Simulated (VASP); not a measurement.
Here is a VASP 6.6.1 calculation.

File INCAR:

```
PREC = Accurate ; ENCUT = 600
EDIFF = 1E-6 ; ISMEAR = 0
SIGMA = 0.02 ; LREAL = False
LASPH = True ; NELM = 100
ALGO = Normal ; ISIF = 3
LWAVE = False ; LCHARG = False
GGA = PE ; IVDW = 12
IBRION = 2 ; NSW = 100
EDIFFG = -0.002
```

KPOINTS

```
Automatic mesh
0
Gamma
  15 15 4
```

The input POSCAR:

```
MoS2
1.0
    3.1690000000      0.0000000000      0.0000000000
   -1.5845000000      2.7444345046      0.0000000000
    0.0000000000      0.0000000000     12.3240000000
Mo S
2 4
Direct
    0.3333333333      0.6666666667      0.2500000000
    0.6666666667      0.3333333333      0.7500000000
    0.3333333333      0.6666666667      0.6230000000
    0.6666666667      0.3333333333      0.1230000000
    0.3333333333      0.6666666667      0.8770000000
    0.6666666667      0.3333333333      0.3770000000
```

Potentials or basis: VASP PAW PBE potentials, release 64 (Mo_sv, S).

Command:

```bash
$ cat potpaw_PBE.64/Mo_sv/POTCAR potpaw_PBE.64/S/POTCAR > POTCAR
$ mpirun -np 1 vasp_std > vasp.out
```

Estimate the space group after relaxing (to 0.1 Å).

P6_3/mmc (No. 194).

What does it give for the dispersion energy per atom?

-0.438 eV.

Predict the relaxed cell.

a = 3.149 Å, b = 3.149 Å, c = 12.081 Å, α = 90.00°, β = 90.00°, γ = 120.00°.

Estimate the band gap on the k mesh.

0.83 eV (least direct gap 1.71 eV).

Final structure:
```xyz
6
Lattice="3.1487 0.0000 0.0000 -1.5743 2.7268 0.0000 0.0000 0.0000 12.0808" Properties=species:S:1:pos:R:3 pbc="T T T"
Mo    0.0000    1.8179    3.0202
Mo    1.5743    0.9089    9.0606
S     0.0000    1.8179    7.4954
S     1.5743    0.9089    1.4550
S     0.0000    1.8179   10.6258
S     1.5743    0.9089    4.5854
```

A k mesh can miss the band edges.
